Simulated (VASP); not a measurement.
# CuO (C2/c) in VASP: single point with r2SCAN

Aim: the single point of CuO with r2SCAN.

Everything below comes from runs of VASP 6.6.1. Logs are shortened: lines on timing, memory, paths and dates and some standing lists are left out, and cuts for length are marked.

**1. The cell of the first run**

Symmetry: C2/c, No. 15, monoclinic system. Conventional cell: a = 4.673 Å, b = 3.477 Å, c = 5.119 Å, α = 90.00°, β = 98.56°, γ = 90.00°. Cu (site symmetry -1) has 4 O at 1.91 to 1.98 Å within 2.5 Å. O (site symmetry 2) has 4 Cu at 1.91 to 1.98 Å and 2 O at 2.58 Å within 2.6 Å.

**2. Single point, r2SCAN**

Input file POSCAR:

```
CuO
1.0
    2.3366000000     -1.7385000000      0.0000000000
    2.3366000000      1.7385000000      0.0000000000
   -0.7621600000      0.0000000000      5.0619400000
Cu O
2 2
Direct
    0.0000000000      0.5000000000      0.0000000000
    0.5000000000      0.0000000000      0.5000000000
    0.5483000000      0.4517000000      0.2500000000
    0.4517000000      0.5483000000      0.7500000000
```

Input file INCAR.step1:

```
PREC = Accurate ; ENCUT = 770
ISMEAR = -1 ; SIGMA = 0.05
LREAL = False ; LASPH = True
NELM = 120 ; NBANDS = 33
GGA = PE ; ALGO = Normal
EDIFF = 1E-5 ; LWAVE = True
LCHARG = False ; GGA_COMPAT = False
```

Input file INCAR.step2:

```
PREC = Accurate ; ENCUT = 770
EDIFF = 1E-6 ; ISMEAR = -1
SIGMA = 0.05 ; LREAL = False
LASPH = True ; NELM = 120
ALGO = Normal ; ISIF = 2
LWAVE = False ; LCHARG = False
METAGGA = R2SCAN ; LMIXTAU = True
NBANDS = 33 ; ISTART = 1
GGA_COMPAT = False
```

Input file KPOINTS:

```
regular mesh
0
Gamma
  7 7 4
```

Potentials or basis: VASP PAW PBE potentials, release 64 (Cu_sv_GW, O).

Launch:

```
cat potpaw_PBE.64/Cu_sv_GW/POTCAR potpaw_PBE.64/O/POTCAR > POTCAR
cp INCAR.step1 INCAR
mpirun -np 1 vasp_std > vasp.out
cp INCAR.step2 INCAR
mpirun -np 1 vasp_std > vasp.out
```

OUTCAR:

```text
PREC = Accurate
   ENCUT = 770
   EDIFF = 1E-6
   ISMEAR = -1
   LREAL = False
   LASPH = True
   NELM = 120
   ISIF = 2
   METAGGA = R2SCAN
   ISTART = 1

 ion  position               nearest neighbor table
   1  0.000  0.500  0.000-   3 1.91   4 1.91   4 1.98   3 1.98
   2  0.500  0.000  0.500-   4 1.91   3 1.91   4 1.98   3 1.98
   3  0.548  0.452  0.250-   2 1.91   1 1.91   2 1.98   1 1.98
   4  0.452  0.548  0.750-   1 1.91   2 1.91   2 1.98   1 1.98

  LATTYP: Found a base centered monoclinic cell.
 ALAT       =     4.6732000000
 B/A-ratio  =     0.7440297869
 C/A-ratio  =     1.0953942540
 COS(beta)  =    -0.1488885587

  Lattice vectors:

 A1 = (   2.3366000000,  -1.7385000000,   0.0000000000)
 A2 = (   2.3366000000,   1.7385000000,   0.0000000000)
 A3 = (  -0.7621600000,   0.0000000000,   5.0619400000)

Analysis of symmetry for initial positions (statically):
=====================================================================
 Subroutine PRICEL returns:
 Original cell was already a primitive cell.

 Routine SETGRP: Setting up the symmetry group for a
 base centered monoclinic supercell.

 Subroutine GETGRP returns: Found  4 space group operations
 (whereof  2 operations were pure point group operations)
 out of a pool of  4 trial point group operations.

The static configuration has the point symmetry S_2 .
 The point group associated with its full space group is C_2h.

Analysis of symmetry for dynamics (positions and initial velocities):
=====================================================================
 Subroutine PRICEL returns:
 Original cell was already a primitive cell.

 Routine SETGRP: Setting up the symmetry group for a
 base centered monoclinic supercell.

 Subroutine GETGRP returns: Found  4 space group operations
 (whereof  2 operations were pure point group operations)
 out of a pool of  4 trial point group operations.

The dynamic configuration has the point symmetry S_2 .
 The point group associated with its full space group is C_2h.

 Subroutine INISYM returns: Found  4 space group operations
 (whereof  2 operations are pure point group operations),
 and found     1 'primitive' translations

----------------------------------------------------------------------------------------

                                     Primitive cell

  volume of cell :      41.1250

  direct lattice vectors                    reciprocal lattice vectors
     2.336600000 -1.738500000  0.000000000     0.213986134 -0.287604257  0.032219203
     2.336600000  1.738500000  0.000000000     0.213986134  0.287604257  0.032219203
    -0.762160000  0.000000000  5.061940000     0.000000000  0.000000000  0.197552717

  length of vectors
     2.912401382  2.912401382  5.118996428     0.359922701  0.359922701  0.197552717

  position of ions in fractional coordinates (direct lattice)
     0.000000000  0.500000000  0.000000000
     0.500000000  0.000000000  0.500000000
     0.548300000  0.451700000  0.250000000
     0.451700000  0.548300000  0.750000000

  ion indices of the primitive-cell ions
   primitive index   ion index
                 1           1
                 2           2
                 3           3
                 4           4

----------------------------------------------------------------------------------------

 KPOINTS: regular mesh

Automatic generation of k-mesh.
 Grid dimensions read from file:
 generate k-points for:    7    7    4

 Generating k-lattice:

  Cartesian coordinates                     Fractional coordinates (reciprocal lattice)
     0.030569448 -0.041086322  0.004602743     0.142857143  0.000000000  0.000000000
     0.030569448  0.041086322  0.004602743     0.000000000  0.142857143  0.000000000
     0.000000000  0.000000000  0.049388179     0.000000000  0.000000000  0.250000000

  Length of vectors
     0.051417529  0.051417529  0.049388179

  Shift w.r.t. Gamma in fractional coordinates (k-lattice)
     0.000000000  0.000000000  0.000000000

 Subroutine IBZKPT returns following result:
 ===========================================

 Found     60 irreducible k-points:

 Following reciprocal coordinates:
            Coordinates               Weight
  0.000000  0.000000  0.000000      1.000000
  0.142857 -0.000000  0.000000      4.000000
  0.285714  0.000000  0.000000      4.000000
  0.428571 -0.000000  0.000000      4.000000
  0.142857  0.142857  0.000000      2.000000
  0.285714  0.142857  0.000000      4.000000
[... 16 lines left out ...]
 -0.142857  0.000000  0.250000      4.000000
  0.142857  0.142857  0.250000      2.000000
 [... further k-points ...]
   k-points           NKPTS =     60   k-points in BZ     NKDIM =     60   number of bands    NBANDS=     33
   number of dos      NEDOS =    301   number of ions     NIONS =      4
   total plane-waves  NPLWV =  37632
   dimension x,y,z NGX =    28 NGY =   28 NGZ =   48
   dimension x,y,z NGXF=    56 NGYF=   56 NGZF=   96
   ions per type =               2   2
   NGX,Y,Z   is equivalent  to a cutoff of  15.98, 15.98, 15.59 a.u.
   NGXF,Y,Z  is equivalent  to a cutoff of  31.97, 31.97, 31.18 a.u.
 SYSTEM =  unknown system
   PREC   = accura    normal or accurate (medium, high low for compatibility)
   ISTART =      1    job   : 0-new  1-cont  2-samecut
   ICHARG =      0    charge: 1-file 2-atom 10-const
   ISPIN  =      1    spin polarized calculation?
   LNONCOLLINEAR =      F non collinear calculations
   LSORBIT =      F    spin-orbit coupling
   LASPH  =      T    aspherical Exc in radial PAW
   ENCUT  =  770.0 eV  56.59 Ry    7.52 a.u.   6.59  6.59 11.58*2*pi/ulx,y,z
   NELM   =    120;   NELMIN=  2; NELMDL=  0     # of ELM steps
   EDIFF  = 0.1E-05   stopping-criterion for ELM
   LREAL  =      F    real-space projection
   EDIFFG = 0.1E-04   stopping-criterion for IOM
   NSW    =      0    number of steps for IOM
   IBRION =     -1    ionic relax: 0-MD 1-quasi-New 2-CG
   NFREE  =      0    steps in history (QN), initial steepest desc. (CG)
   ISIF   =      2    stress and relaxation
   ISYM   =      2    0-nonsym 1-usesym 2-fastsym
   POTIM  = 0.5000    time-step for ionic-motion
   TEBEG  =    0.0;   TEEND  =   0.0 temperature during run
   PSTRESS=    0.0 pullay stress
   NELECT =      50.0000    total number of electrons
   NUPDOWN=      -1.0000    fix difference up-down
   EMIN   =  10.00;   EMAX   =-10.00  energy-range for DOS
   EFERMI =   0.00;   METHOD = LEGACY
   ISMEAR =    -1;   SIGMA  =   0.05  broadening in eV -4-tet -1-fermi 0-gaus
   EFERMI_NEDOS =   21; number of points for ismear=-14 and -15
   IALGO  =     38    algorithm
   IMIX   =      4    mixing-type and parameters
     AMIX     =   0.40;   BMIX     =  1.00
     AMIX_MAG =   1.60;   BMIX_MAG =  1.00
  volume/ion in A,a.u.               =      10.28        69.38
  Fermi-wavevector in a.u.,A,eV,Ry     =   1.747281  3.301883 41.538474  3.052992
  Thomas-Fermi vector in A             =   2.818612
   LORBIT       =      0    0 simple, 1 ext, 2 COOP (PROOUT), +10 PAW based schemes
   METAGGA = R2SCAN    functional components
   LHFCALC =     F    Hartree Fock is set to
   AEXX    =    0.0000 exact exchange contribution
   IVDW    =     0    specifies the selected vdW correction
   LEPSILON=     F    determine dielectric tensor
   LRPA    =     F    only Hartree local field effects (RPA)
 non-spin polarized calculation
  energy-cutoff  :      770.00
  volume of cell :       41.13
 maximum number of plane-waves:      2024
   NGX = 13   NGY = 13   NGZ = 23

 number of electron      49.9999979 magnetization

 Free energy of the ion-electron system (eV)
  ---------------------------------------------------
  ext. energy  EPLUGINS =         0.00000000
  ---------------------------------------------------
  free energy    TOTEN  =       -36.64760927 eV

  energy without entropy =      -36.63275261  energy(sigma->0) =      -36.64018094

 E-fermi :   5.4753     XC(G=0): -12.9098

 val. band max:        5.4592298354   @ k =  -0.2857   0.1429   0.5000
 cond. band min:       5.4894665531   @ k =  -0.1429   0.0000   0.2500
 fundamental gap:      0.0302367177
 Fermi energy:         5.4752515130

 k-point     1 :       0.0000    0.0000    0.0000
  band No.  band energies     occupation
      1    -111.1452      2.00000
      2    -111.1447      2.00000
      3     -67.1429      2.00000
      4     -67.1392      2.00000
      5     -67.0699      2.00000
      6     -67.0646      2.00000
[... 25 lines left out ...]
     32      21.8375      0.00000
     33      22.6007      0.00000

 k-point     2 :       0.1429   -0.0000    0.0000
  band No.  band energies     occupation
      1    -111.1451      2.00000
      2    -111.1447      2.00000
      3     -67.1435      2.00000
      4     -67.1401      2.00000
      5     -67.0702      2.00000
      6     -67.0653      2.00000
[... 25 lines left out ...]
     32      21.4054      0.00000
     33      22.5839      0.00000

 k-point     3 :       0.2857    0.0000    0.0000
  band No.  band energies     occupation
      1    -111.1447      2.00000
      2    -111.1444      2.00000
      3     -67.1459      2.00000
      4     -67.1407      2.00000
      5     -67.0705      2.00000
      6     -67.0665      2.00000
[... 25 lines left out ...]
     32      20.2070      0.00000
     33      21.8940      0.00000

 k-point     4 :       0.4286   -0.0000    0.0000
  band No.  band energies     occupation
      1    -111.1444      2.00000
      2    -111.1443      2.00000
      3     -67.1485      2.00000
      4     -67.1407      2.00000
      5     -67.0705      2.00000
      6     -67.0676      2.00000
[... 673 lines left out ...]
     32      20.8222      0.00000
     33      22.4583      0.00000

 k-point    23 :      -0.1429    0.0000    0.2500
  band No.  band energies     occupation
      1    -111.1450      2.00000
      2    -111.1448      2.00000
      3     -67.1437      2.00000
      4     -67.1399      2.00000
      5     -67.0695      2.00000
      6     -67.0661      2.00000
[... 25 lines left out ...]
     32      21.2066      0.00000
     33      22.6947      0.00000

 k-point    24 :       0.1429    0.1429    0.2500
  band No.  band energies     occupation
      1    -111.1449      2.00000
      2    -111.1444      2.00000
      3     -67.1423      2.00000
      4     -67.1418      2.00000
      5     -67.0699      2.00000
      6     -67.0662      2.00000
[... 25 lines left out ...]
     32      21.0018      0.00000
     33      22.1525      0.00000

 [... further k-points ...]

------------------------ aborting loop because EDIFF is reached ----------------------------------------

  FORCE on cell =-STRESS in cart. coord.  units (eV):
  Direction    XX          YY          ZZ          XY          YZ          ZX
  --------------------------------------------------------------------------------------
  -------------------------------------------------------------------------------------
  Total       -1.1221274      0.0451556     -0.2769479      0.0000000      0.0000000      0.6938256
  in kB      -43.7166336      1.7592044    -10.7895320      0.0000000      0.0000000     27.0305488
  external PRESSURE =     -17.5823204 kB  Pullay stress =       0.0000000 kB

 VOLUME and BASIS-vectors are now :
 -----------------------------------------------------------------------------
  energy-cutoff  :      770.00
  volume of cell :       41.13
      direct lattice vectors                 reciprocal lattice vectors
     2.336600000 -1.738500000  0.000000000     0.213986134 -0.287604257  0.032219203
     2.336600000  1.738500000  0.000000000     0.213986134  0.287604257  0.032219203
    -0.762160000  0.000000000  5.061940000     0.000000000  0.000000000  0.197552717

 POSITION                                       TOTAL-FORCE (eV/Angst)
 -----------------------------------------------------------------------------------
      1.16830      0.86925      0.00000         0.000000      0.000000      0.000000
      0.78722     -0.86925      2.53097         0.000000     -0.000000      0.000000
      2.14606     -0.16794      1.26548         0.000000     -0.152546      0.000000
      1.76498      0.16794      3.79645        -0.000000      0.152546      0.000000
 -----------------------------------------------------------------------------------
    total drift:                               -0.000000      0.000000      0.000000

  FREE ENERGIE OF THE ION-ELECTRON SYSTEM (eV)
  ---------------------------------------------------
  free  energy   TOTEN  =       -36.6476092733 eV

  energy  without entropy=      -36.6327526058  energy(sigma->0) =      -36.64018094
```

Wall time 9.3 min (1 thread of Intel Xeon Platinum 8259CL at 2.50GHz (Skylake/Cascade Lake), shared host); peak memory 0.3 GiB.

Results:

* Free energy: -36.6476 eV
* Pressure: -1.8 GPa
* Largest force: 0.153 eV/Å
* Band gap on the k mesh: zero (bands 25 and 26 overlap by 0.69 eV)

Forces on the atoms (eV/Å):
```
Cu   0.000  0.000  0.000
Cu   0.000  0.000  0.000
O    0.000 -0.153  0.000
O    0.000  0.153  0.000
```

Caveat: the PAW data sets were made with another functional, which shifts forces and pressure a little; semilocal functionals often make such compounds metallic where correlation or magnetic order opens a gap, which also shifts bond lengths. With open d or f shells a metallic result of r2SCAN can be an artefact of self-interaction; +U or a hybrid may open a gap.
